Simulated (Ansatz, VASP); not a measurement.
SiC: VASP beside Ansatz

```xyz
2
Lattice="0.0000 2.1784 2.1784 2.1784 0.0000 2.1784 2.1784 2.1784 0.0000" Properties=species:S:1:pos:R:3 pbc="T T T"
Si    0.0000    0.0257    0.0000
C     3.2676    3.2076    3.2676
```

Change from the starting cell: mode 6 frozen in at -0.060 Å, equal normal strain along x, y and z +0.0000.

Alike in both runs: task single point; functional PBEsol; k mesh 10 × 10 × 10; occupations gaussian, width 0.05 eV; no spin polarisation.

|  | VASP | Ansatz |
| --- | --- | --- |
| version | VASP 6.6.1 | Ansatz 0.2.0 |
| potentials or method | VASP PAW PBE potentials, release 64 (Si, C), cutoff 520 eV | scalar-relativistic, plane waves, PAW |
| valence electrons in the cell | 8 | 8 |

|  | VASP | Ansatz | Ansatz less VASP |
| --- | --- | --- | --- |
| gap on the k mesh at the Fermi level (eV) | 0.83 | 0.84 | +0.009 |
| least direct gap on the mesh (eV) | 4.24 | 4.25 | +0.008 |
| pressure (GPa) | 1.2 | 0.9 | -0.35 |
| traceless stress, the component that is largest in VASP (GPa) | -5.76 | -5.68 | +0.077 |
| rms of the force components (eV/Å) | 0.941 | 0.938 | -0.0029 |

VASP's potentials were made for PBE, not for PBEsol. Atom by atom the forces differ by 0.003 eV/Å (rms over components). The functional is the same, so the differences come from potentials, cutoffs and numerics.
